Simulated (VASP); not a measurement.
Set up this calculation in VASP 6.6.1, as the native input.

- Task: single point
- Functional: PBEsol
- Potentials or basis: VASP PAW PBE potentials, release 64 (Mg, Se)
- Cutoff: 600 eV
- k mesh: 8 × 8 × 8
- Occupations: gaussian, width 0.05 eV
- Spin: no spin polarisation
- Dipole correction: no
- Further INCAR settings: ALGO = Normal; EDIFF = 1e-06; NBANDS = 11

The structure of MgSe lies in POSCAR:

```
MgSe
1.0
    0.0000000000      2.6880330645      2.6880330645
    2.6880330645      0.0000000000      2.6880330645
    2.6880330645      2.6880330645      0.0000000000
Mg Se
1 1
Direct
    0.0000000000      0.0000000000      0.0000000000
    0.5000000000      0.5000000000      0.5000000000
```

These files were run (other wordings do the same):

INCAR

```
PREC     = Accurate       # precision mode
ENCUT    = 600            # plane-wave cutoff, eV
EDIFF    = 1E-6           # SCF threshold, eV
ISMEAR   = 0              # smearing method
SIGMA    = 0.05           # smearing width, eV
LREAL    = F              # projectors in reciprocal space
LASPH    = T              # aspherical terms in the spheres
NELM     = 120            # most SCF steps
ALGO     = Normal         # electronic algorithm
ISIF     = 2              # what is computed and relaxed
LWAVE    = F              # write WAVECAR
LCHARG   = F              # write CHGCAR
GGA      = PS             # functional
NBANDS   = 11             # bands
GGA_COMPAT= F
```

KPOINTS

```
Automatic mesh
0
Gamma
  8 8 8
```

Potentials or basis: VASP PAW PBE potentials, release 64 (Mg, Se).

Command:

```console
$ cat potpaw_PBE.64/Mg/POTCAR potpaw_PBE.64/Se/POTCAR > POTCAR
$ mpirun -np 1 vasp_std > vasp.out
```

Results of the run:

```json
{
 "Pressure": "2.8 GPa",
 "Band gap on the k mesh": "1.83 eV (least direct gap 2.79 eV)"
}
```

Caveat: the PAW data sets were made with another functional, which shifts forces and pressure a little.

Wall time 11 s on 1 thread of AMD EPYC 7R13 Processor (Zen 3) (shared host), peak memory 0.14 GiB.
